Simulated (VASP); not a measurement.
Wanted: the native input for a VASP 6.6.1 run.

* Task: single point
* Functional: PBEsol
* Potentials or basis: VASP PAW PBE potentials, release 64 (Ge_d, Fe)
* Cutoff: 520 eV
* k mesh: 7 × 7 × 7
* Occupations: fermi-dirac, width 0.05 eV
* Spin: collinear spin, ferromagnetic start
* Starting moments: [0.0, 0.0, 0.0, 0.0, 3.0, 3.0] μB
* Dipole correction: no
* Further INCAR settings: ALGO = Normal; EDIFF = 1e-06; NBANDS = 49

The structure of FeGe2 lies in POSCAR:

```
FeGe2
1.0
   -3.0176018209      3.0176018209      2.4994819419
    3.0176018209     -3.0176018209      2.4994819419
    3.0176018209      3.0176018209     -2.4994819419
Ge Fe
4 2
Direct
    0.8451073900      0.3451073900      0.1902147800
    0.6548926100      0.8451073900      0.5000000000
    0.3451073900      0.1548926100      0.5000000000
    0.1548926100      0.6548926100      0.8097852200
    0.2500000000      0.2500000000      0.0000000000
    0.7500000000      0.7500000000      0.0000000000
```

One way to write it, as run:

INCAR

```
PREC     = Accurate       # precision mode
ENCUT    = 520            # plane-wave cutoff, eV
EDIFF    = 1E-6           # SCF threshold, eV
ISMEAR   = -1             # smearing method
SIGMA    = 0.05           # smearing width, eV
LREAL    = F              # projectors in reciprocal space
LASPH    = T              # aspherical terms in the spheres
NELM     = 150            # most SCF steps
ALGO     = Normal         # electronic algorithm
ISIF     = 2              # what is computed and relaxed
LWAVE    = F              # write WAVECAR
LCHARG   = T              # write CHGCAR
ISPIN    = 2              # spin polarisation
MAGMOM   = 0 0 0 0 3 3    # initial moments
LORBIT   = 11             # projections on sites
LMAXMIX  = 4              # l up to which the mixer works
GGA      = PS             # functional
LELF     = T              # ELF
LVHAR    = T            
NBANDS   = 49             # bands
```

KPOINTS

```
Automatic mesh
0
Gamma
  7 7 7
```

Potentials or basis: VASP PAW PBE potentials, release 64 (Ge_d, Fe).

The run is started by

```sh
$ cat potpaw_PBE.64/Ge_d/POTCAR potpaw_PBE.64/Fe/POTCAR > POTCAR
$ mpirun -np 1 vasp_std > vasp.out
```

It gave:

| Item | Value |
| --- | --- |
| Pressure | -11.0 GPa |
| Largest force | 0.141 eV/Å |
| Net moment | 2.73 μB per cell |
| Site moments | Ge -0.05; Fe +1.51 μB |
| Valence electrons inside the program's atomic spheres | Ge 12.28; Fe 7.25 |

Caveat: the cell stands under tension; the PAW data sets were made with another functional, which shifts forces and pressure a little.

It took 12 min on 1 thread of Intel Xeon 8259CL (shared host), peak memory 0.45 GiB.
